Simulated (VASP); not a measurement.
**Co4Si8H (a cell with a defect): single point with PBE**

Co4Si8H (a cell with a defect):

```
CELL_PARAMETERS angstrom
5.36029 0.00000 0.00000
0.00000 5.36029 0.00000
0.00000 0.00000 5.36029
ATOMIC_POSITIONS crystal
Co 0.98417 0.00109 0.00603
Co 0.98426 0.50581 0.50137
Co 0.48384 0.99955 0.50009
Co 0.48420 0.50437 0.00494
Si 0.20544 0.26548 0.76610
Si 0.23446 0.75235 0.25316
Si 0.73421 0.25241 0.25488
Si 0.73398 0.75384 0.75351
Si 0.23408 0.25446 0.25501
Si 0.23404 0.75517 0.75433
Si 0.76334 0.26852 0.76833
Si 0.73383 0.75424 0.25407
H 0.48519 0.19605 0.69832
```

```json
{
 "Program": "VASP 6.6.1",
 "Task": "single point",
 "Functional": "PBE",
 "Potentials or basis": "VASP PAW PBE potentials, release 64 (Co, Si, H)",
 "Cutoff": "520 eV",
 "k mesh": "3 × 3 × 3",
 "Occupations": "methfessel-paxton, width 0.1 eV",
 "Spin": "no spin polarisation",
 "Dipole correction": "no",
 "Further INCAR settings": "ALGO = Normal; EDIFF = 1e-06; NBANDS = 46"
}
```

```json
{
 "Pressure": "5.3 GPa",
 "Largest force": "0.038 eV/Å",
 "Band gap on the k mesh": "zero (an odd number of electrons rules out a gap without spin polarisation)"
}
```

Forces in eV/Å, atoms in the order of the input:
```
Co  -0.004 -0.017  0.013
Co  -0.007  0.009 -0.013
Co  -0.007  0.010 -0.003
Co   0.003  0.006  0.000
Si  -0.014  0.005 -0.010
Si  -0.018  0.007 -0.006
Si   0.013  0.014 -0.017
Si   0.022 -0.007 -0.004
Si  -0.011 -0.005 -0.002
Si  -0.016 -0.017  0.009
Si   0.034  0.009  0.014
Si   0.017 -0.012  0.001
H   -0.012 -0.001  0.016
```

Stress tensor (GPa, compression positive):
```
10.98 -0.12 -0.40
-0.12  2.42 -0.81
-0.40 -0.81  2.38
```

Levels at points of the mesh, in eV from the Fermi level:
```
           k point  band 32  band 33  band 34  band 35  band 36  band 37  band 38  band 39
(0.00, 0.00, 0.00)    -1.65    -1.58     0.17     1.08     1.19     1.29     2.04     2.54
```

It took 91 s on 1 thread of AMD EPYC 9R45 96-Core Processor (Zen 5), with other jobs on the host, peak memory 0.24 GiB.

Caveat: the k points lie up to 0.39 Å⁻¹ apart, too coarse for converged energies and pressures of a metal; the run has no spin polarisation, though such a crystal can be magnetic. Spin polarisation is off, so any magnetic state and its effect on volume and gap are missing.
